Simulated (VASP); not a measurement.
# TiCo3 (Pm-3m) in VASP: single point with LDA

Aim: the single point of TiCo3 with LDA.

Program: VASP 6.6.1. These are calculated values, not measurements. Logs are shortened: lines on timing, memory, paths and dates and some standing lists are left out, and cuts for length are marked.

### 1 The cell of the first run

It takes space group Pm-3m (No. 221, cubic). Conventional cell: a = 3.614 Å, b = 3.614 Å, c = 3.614 Å, α = 90.00°, β = 90.00°, γ = 90.00°. Ti (site symmetry m-3m) has 12 Co at 2.56 Å within 3.4 Å. Within 3.4 Å of Co (site symmetry 4/mmm) lie 4 Ti at 2.56 Å and 8 Co at 2.56 Å.

### 2 Single point, LDA, collinear spin, ferromagnetic start

INCAR reads:

```
SYSTEM = TiCo3
  PREC = Accurate
  ENCUT = 520
  EDIFF = 1E-6
  ISMEAR = 0
  SIGMA = 0.05
  LREAL = .FALSE.
  LASPH = .TRUE.
  NELM = 150
  ALGO = Normal
  ISIF = 2
  LWAVE = .FALSE.
  LCHARG = .FALSE.
  ISPIN = 2
  MAGMOM = 0 1.13 1.13 1.13
  LORBIT = 11
  LMAXMIX = 4
  GGA = CA
  NBANDS = 32
```

KPOINTS reads:

```
Automatic mesh
0
G
  8 8 8
  0 0 0
```

POSCAR reads:

```
TiCo3
1.0
    3.6139989908      0.0000000000      0.0000000000
    0.0000000000      3.6139989908      0.0000000000
    0.0000000000      0.0000000000      3.6139989908
Ti Co
1 3
Direct
    0.0000000000      0.0000000000      0.0000000000
    0.0000000000      0.5000000000      0.5000000000
    0.5000000000      0.0000000000      0.5000000000
    0.5000000000      0.5000000000      0.0000000000
```

Potentials or basis: VASP PAW LDA potentials, release 64 (Ti_sv, Co).

On the command line:

```console
> cat potpaw_LDA.64/Ti_sv/POTCAR potpaw_LDA.64/Co/POTCAR > POTCAR
> mpirun -np 1 vasp_std > vasp.out
```

OUTCAR:

```text
SYSTEM = TiCo3
   PREC = Accurate
   ENCUT = 520
   EDIFF = 1E-6
   ISMEAR = 0
   LREAL = .FALSE.
   LASPH = .TRUE.
   NELM = 150
   ISIF = 2
   ISPIN = 2
   LORBIT = 11
   GGA = CA

 ion  position               nearest neighbor table
   1  0.000  0.000  0.000-   2 2.56   3 2.56   4 2.56   2 2.56   3 2.56   2 2.56   4 2.56   2 2.56
                             3 2.56   4 2.56   3 2.56   4 2.56
   2  0.000  0.500  0.500-   1 2.56   3 2.56   4 2.56   1 2.56   4 2.56   1 2.56   3 2.56   1 2.56
                             3 2.56   4 2.56   4 2.56   3 2.56
   3  0.500  0.000  0.500-   1 2.56   2 2.56   4 2.56   1 2.56   4 2.56   2 2.56   4 2.56   4 2.56
                             1 2.56   2 2.56   1 2.56   2 2.56
   4  0.500  0.500  0.000-   1 2.56   2 2.56   3 2.56   2 2.56   3 2.56   1 2.56   3 2.56   3 2.56
                             1 2.56   2 2.56   2 2.56   1 2.56

  LATTYP: Found a simple cubic cell.
 ALAT       =     3.6139989908

  Lattice vectors:

 A1 = (   3.6139989908,   0.0000000000,   0.0000000000)
 A2 = (   0.0000000000,   3.6139989908,   0.0000000000)
 A3 = (   0.0000000000,   0.0000000000,   3.6139989908)

Analysis of symmetry for initial positions (statically):
=====================================================================
 Subroutine PRICEL returns:
 Original cell was already a primitive cell.

 Routine SETGRP: Setting up the symmetry group for a
 simple cubic supercell.

 Subroutine GETGRP returns: Found 48 space group operations
 (whereof 48 operations were pure point group operations)
 out of a pool of 48 trial point group operations.

The static configuration has the point symmetry O_h .

Analysis of symmetry for dynamics (positions and initial velocities):
=====================================================================
 Subroutine PRICEL returns:
 Original cell was already a primitive cell.

 Routine SETGRP: Setting up the symmetry group for a
 simple cubic supercell.

 Subroutine GETGRP returns: Found 48 space group operations
 (whereof 48 operations were pure point group operations)
 out of a pool of 48 trial point group operations.

The dynamic configuration has the point symmetry O_h .

Analysis of structural, dynamic, and magnetic symmetry:
=====================================================================
 Subroutine PRICEL returns:
 Original cell was already a primitive cell.

 Routine SETGRP: Setting up the symmetry group for a
 simple cubic supercell.

 Subroutine GETGRP returns: Found 48 space group operations
 (whereof 48 operations were pure point group operations)
 out of a pool of 48 trial point group operations.

The overall configuration has the point symmetry O_h .

 Subroutine INISYM returns: Found 48 space group operations
 (whereof 48 operations are pure point group operations),
 and found     1 'primitive' translations

----------------------------------------------------------------------------------------

                                     Primitive cell

  volume of cell :      47.2024

  direct lattice vectors                    reciprocal lattice vectors
     3.613998991  0.000000000  0.000000000     0.276701793  0.000000000  0.000000000
     0.000000000  3.613998991  0.000000000     0.000000000  0.276701793  0.000000000
     0.000000000  0.000000000  3.613998991     0.000000000  0.000000000  0.276701793

  length of vectors
     3.613998991  3.613998991  3.613998991     0.276701793  0.276701793  0.276701793

  position of ions in fractional coordinates (direct lattice)
     0.000000000  0.000000000  0.000000000
     0.000000000  0.500000000  0.500000000
     0.500000000  0.000000000  0.500000000
     0.500000000  0.500000000  0.000000000

  ion indices of the primitive-cell ions
   primitive index   ion index
                 1           1
                 2           2
                 3           3
                 4           4

----------------------------------------------------------------------------------------

 KPOINTS: Automatic mesh

Automatic generation of k-mesh.
 Grid dimensions read from file:
 generate k-points for:    8    8    8

 Generating k-lattice:

  Cartesian coordinates                     Fractional coordinates (reciprocal lattice)
     0.034587724  0.000000000  0.000000000     0.125000000  0.000000000  0.000000000
     0.000000000  0.034587724  0.000000000     0.000000000  0.125000000  0.000000000
     0.000000000  0.000000000  0.034587724     0.000000000  0.000000000  0.125000000

  Length of vectors
     0.034587724  0.034587724  0.034587724

  Shift w.r.t. Gamma in fractional coordinates (k-lattice)
     0.000000000  0.000000000  0.000000000

 Subroutine IBZKPT returns following result:
 ===========================================

 Found     35 irreducible k-points:

 Following reciprocal coordinates:
            Coordinates               Weight
  0.000000  0.000000  0.000000      1.000000
  0.125000  0.000000  0.000000      6.000000
  0.250000  0.000000  0.000000      6.000000
  0.375000  0.000000  0.000000      6.000000
  0.500000  0.000000  0.000000      3.000000
  0.125000  0.125000  0.000000     12.000000
[... 16 lines left out ...]
  0.375000  0.375000  0.125000     24.000000
  0.500000  0.375000  0.125000     24.000000
 [... further k-points ...]
   k-points           NKPTS =     35   k-points in BZ     NKDIM =     35   number of bands    NBANDS=     32
   number of dos      NEDOS =    301   number of ions     NIONS =      4
   total plane-waves  NPLWV =  21952
   dimension x,y,z NGX =    28 NGY =   28 NGZ =   28
   dimension x,y,z NGXF=    56 NGYF=   56 NGZF=   56
   ions per type =               1   3
   NGX,Y,Z   is equivalent  to a cutoff of  12.88, 12.88, 12.88 a.u.
   NGXF,Y,Z  is equivalent  to a cutoff of  25.76, 25.76, 25.76 a.u.
 SYSTEM =  TiCo3
   PREC   = accura    normal or accurate (medium, high low for compatibility)
   ISTART =      0    job   : 0-new  1-cont  2-samecut
   ICHARG =      2    charge: 1-file 2-atom 10-const
   ISPIN  =      2    spin polarized calculation?
   LNONCOLLINEAR =      F non collinear calculations
   LSORBIT =      F    spin-orbit coupling
   LASPH  =      T    aspherical Exc in radial PAW
   ENCUT  =  520.0 eV  38.22 Ry    6.18 a.u.   6.72  6.72  6.72*2*pi/ulx,y,z
   NELM   =    150;   NELMIN=  2; NELMDL= -5     # of ELM steps
   EDIFF  = 0.1E-05   stopping-criterion for ELM
   LREAL  =      F    real-space projection
   EDIFFG = 0.1E-04   stopping-criterion for IOM
   NSW    =      0    number of steps for IOM
   IBRION =     -1    ionic relax: 0-MD 1-quasi-New 2-CG
   NFREE  =      0    steps in history (QN), initial steepest desc. (CG)
   ISIF   =      2    stress and relaxation
   ISYM   =      2    0-nonsym 1-usesym 2-fastsym
   POTIM  = 0.5000    time-step for ionic-motion
   TEBEG  =    0.0;   TEEND  =   0.0 temperature during run
   PSTRESS=    0.0 pullay stress
   NELECT =      39.0000    total number of electrons
   NUPDOWN=      -1.0000    fix difference up-down
   EMIN   =  10.00;   EMAX   =-10.00  energy-range for DOS
   EFERMI =   0.00;   METHOD = LEGACY
   ISMEAR =     0;   SIGMA  =   0.05  broadening in eV -4-tet -1-fermi 0-gaus
   EFERMI_NEDOS =   21; number of points for ismear=-14 and -15
   IALGO  =     38    algorithm
   IMIX   =      4    mixing-type and parameters
     AMIX     =   0.40;   BMIX     =  1.00
     AMIX_MAG =   1.60;   BMIX_MAG =  1.00
  volume/ion in A,a.u.               =      11.80        79.63
  Fermi-wavevector in a.u.,A,eV,Ry     =   1.536178  2.902956 32.107631  2.359844
  Thomas-Fermi vector in A             =   2.642863
   LORBIT       =     11    0 simple, 1 ext, 2 COOP (PROOUT), +10 PAW based schemes
   GGA     = CA    functional components
   LHFCALC =     F    Hartree Fock is set to
   AEXX    =    0.0000 exact exchange contribution
   IVDW    =     0    specifies the selected vdW correction
   LEPSILON=     F    determine dielectric tensor
   LRPA    =     F    only Hartree local field effects (RPA)
 spin polarized calculation
 Gauss-broadening in eV      SIGMA  =   0.05
  energy-cutoff  :      520.00
  volume of cell :       47.20
 maximum number of plane-waves:      1328
 NGX is ok and might be reduce to    28
   NGX = 13   NGY = 13   NGZ = 13

 number of electron      39.0000030 magnetization       0.7966873

 Free energy of the ion-electron system (eV)
  ---------------------------------------------------
  ext. energy  EPLUGINS =         0.00000000
  ---------------------------------------------------
  free energy    TOTEN  =       -34.04466279 eV

  energy without entropy =      -34.03736054  energy(sigma->0) =      -34.04101167

 E-fermi :   9.5841     XC(G=0): -13.4082

 val. band max:        9.5840960103   @ k =   0.3750   0.3750   0.3750
 cond. band min:       9.5858870638   @ k =   0.3750   0.3750   0.3750
 fundamental gap:      0.0017910535
 Fermi energy:         9.5841231860

 spin component 1

 k-point     1 :       0.0000    0.0000    0.0000
  band No.  band energies     occupation
      1     -46.2330      1.00000
      2     -22.8627      1.00000
      3     -22.8627      1.00000
      4     -22.8627      1.00000
      5       1.7778      1.00000
      6       5.4141      1.00000
[... 23 lines left out ...]
     30      20.7224      0.00000
     31      20.8302      0.00000

 k-point     2 :       0.1250    0.0000    0.0000
  band No.  band energies     occupation
      1     -46.2324      1.00000
      2     -22.8712      1.00000
      3     -22.8629      1.00000
      4     -22.8629      1.00000
      5       1.9824      1.00000
      6       5.4885      1.00000
[... 23 lines left out ...]
     30      20.7231      0.00000
     31      21.7566      0.00000

 k-point     3 :       0.2500    0.0000    0.0000
  band No.  band energies     occupation
      1     -46.2310      1.00000
      2     -22.8916      1.00000
      3     -22.8637      1.00000
      4     -22.8637      1.00000
      5       2.5755      1.00000
      6       5.5883      1.00000
[... 703 lines left out ...]
     30      20.5384      0.00000
     31      20.9654      0.00000

 k-point    24 :       0.5000    0.3750    0.1250
  band No.  band energies     occupation
      1     -46.2264      1.00000
      2     -22.9100      1.00000
      3     -22.9022      1.00000
      4     -22.8711      1.00000
      5       5.4813      1.00000
      6       5.8386      1.00000
[... 23 lines left out ...]
     30      19.7974      0.00000
     31      21.3796      0.00000

 [... further k-points ...]

 spin component 2

 k-point     1 :       0.0000    0.0000    0.0000
  band No.  band energies     occupation
      1     -46.3219      1.00000
      2     -22.9508      1.00000
      3     -22.9508      1.00000
      4     -22.9508      1.00000
      5       1.7945      1.00000
      6       5.5438      1.00000
[... 23 lines left out ...]
     30      20.7841      0.00000
     31      20.9786      0.00000

 k-point     2 :       0.1250    0.0000    0.0000
  band No.  band energies     occupation
      1     -46.3213      1.00000
      2     -22.9592      1.00000
      3     -22.9511      1.00000
      4     -22.9511      1.00000
      5       1.9994      1.00000
      6       5.6185      1.00000
[... 23 lines left out ...]
     30      20.8335      0.00000
     31      21.8513      0.00000

 k-point     3 :       0.2500    0.0000    0.0000
  band No.  band energies     occupation
      1     -46.3199      1.00000
      2     -22.9796      1.00000
      3     -22.9518      1.00000
      4     -22.9518      1.00000
      5       2.5934      1.00000
      6       5.7104      1.00000
[... 703 lines left out ...]
     30      20.5905      0.00000
     31      21.0335      0.00000

 k-point    24 :       0.5000    0.3750    0.1250
  band No.  band energies     occupation
      1     -46.3153      1.00000
      2     -22.9979      1.00000
      3     -22.9901      1.00000
      4     -22.9591      1.00000
      5       5.5411      1.00000
      6       5.9079      1.00000
[... 23 lines left out ...]
     30      19.8488      0.00000
     31      21.4553      0.00000

 [... further k-points ...]

 [bands above 31 left out]

------------------------ aborting loop because EDIFF is reached ----------------------------------------

  FORCE on cell =-STRESS in cart. coord.  units (eV):
  Direction    XX          YY          ZZ          XY          YZ          ZX
  --------------------------------------------------------------------------------------
  -------------------------------------------------------------------------------------
  Total       -6.3883815     -6.3883815     -6.3883815     -0.0000000     -0.0000000      0.0000000
  in kB     -216.8389732   -216.8389732   -216.8389732     -0.0000000     -0.0000000      0.0000000
  external PRESSURE =    -216.8389732 kB  Pullay stress =       0.0000000 kB

 VOLUME and BASIS-vectors are now :
 -----------------------------------------------------------------------------
  energy-cutoff  :      520.00
  volume of cell :       47.20
      direct lattice vectors                 reciprocal lattice vectors
     3.613998991  0.000000000  0.000000000     0.276701793  0.000000000  0.000000000
     0.000000000  3.613998991  0.000000000     0.000000000  0.276701793  0.000000000
     0.000000000  0.000000000  3.613998991     0.000000000  0.000000000  0.276701793

 POSITION                                       TOTAL-FORCE (eV/Angst)
 -----------------------------------------------------------------------------------
      0.00000      0.00000      0.00000         0.000000      0.000000      0.000000
      0.00000      1.80700      1.80700         0.000000      0.000000      0.000000
      1.80700      0.00000      1.80700         0.000000      0.000000      0.000000
      1.80700      1.80700      0.00000         0.000000      0.000000      0.000000
 -----------------------------------------------------------------------------------
    total drift:                                0.000000      0.000000      0.000000

  FREE ENERGIE OF THE ION-ELECTRON SYSTEM (eV)
  ---------------------------------------------------
  free  energy   TOTEN  =       -34.0446627940 eV

  energy  without entropy=      -34.0373605362  energy(sigma->0) =      -34.04101167

 total charge

# of ion       s       p       d       tot
------------------------------------------
    1        2.261   6.182   1.934  10.377
    2        0.499   0.481   7.329   8.309
    3        0.499   0.481   7.329   8.309
    4        0.499   0.481   7.329   8.309
--------------------------------------------------
tot          3.757   7.624  23.922  35.303

 magnetization (x)

# of ion       s       p       d       tot
------------------------------------------
    1       -0.002  -0.007  -0.099  -0.107
    2       -0.001  -0.004   0.314   0.308
    3       -0.001  -0.004   0.314   0.308
    4       -0.001  -0.004   0.314   0.308
--------------------------------------------------
tot         -0.006  -0.019   0.843   0.818
```

Wall time 100 s (1 thread of Intel Xeon Platinum 8375C at 2.90GHz (Ice Lake), shared host); peak memory 0.2 GiB.

Results:

```
Free energy                                           : -34.0447 eV
Pressure                                              : -21.7 GPa
Net moment                                            : 0.80 μB per cell
Site moments                                          : Ti -0.11; Co +0.31 μB
Valence electrons inside the program's atomic spheres : Ti 10.38; Co 8.31
```

Levels at points of the mesh, in eV from the Fermi level:
Spin up:
| k point | band 16 | band 17 | band 18 | band 19 | band 20 | band 21 | band 22 | band 23 | band 24 | band 25 |
| --- | --- | --- | --- | --- | --- | --- | --- | --- | --- | --- |
| (0.00, 0.00, 0.00) | -0.26 | 0.23 | 0.46 | 0.46 | 0.46 | 2.34 | 2.34 | 3.25 | 3.25 | 3.25 |
| (0.50, 0.00, 0.00) | -0.86 | -0.69 | -0.69 | -0.65 | -0.12 | 0.46 | 1.11 | 1.11 | 1.76 | 2.33 |
| (0.50, 0.50, 0.00) | -1.21 | -1.01 | -0.94 | -0.94 | -0.51 | -0.48 | 1.60 | 1.60 | 1.91 | 1.91 |
| (0.50, 0.50, 0.50) | -1.00 | 0.05 | 0.26 | 0.26 | 0.26 | 0.83 | 0.83 | 0.83 | 1.97 | 1.97 |
Spin down:
| k point | band 17 | band 18 | band 19 | band 20 | band 21 | band 22 |
| --- | --- | --- | --- | --- | --- | --- |
| (0.00, 0.00, 0.00) | 0.57 | 0.76 | 0.76 | 0.76 | 2.45 | 2.45 |
| (0.50, 0.00, 0.00) | -0.44 | -0.44 | -0.33 | 0.25 | 0.76 | 1.13 |
| (0.50, 0.50, 0.00) | -0.70 | -0.60 | -0.60 | -0.24 | -0.24 | 1.61 |
| (0.50, 0.50, 0.50) | 0.10 | 0.57 | 0.57 | 0.57 | 0.83 | 0.83 |
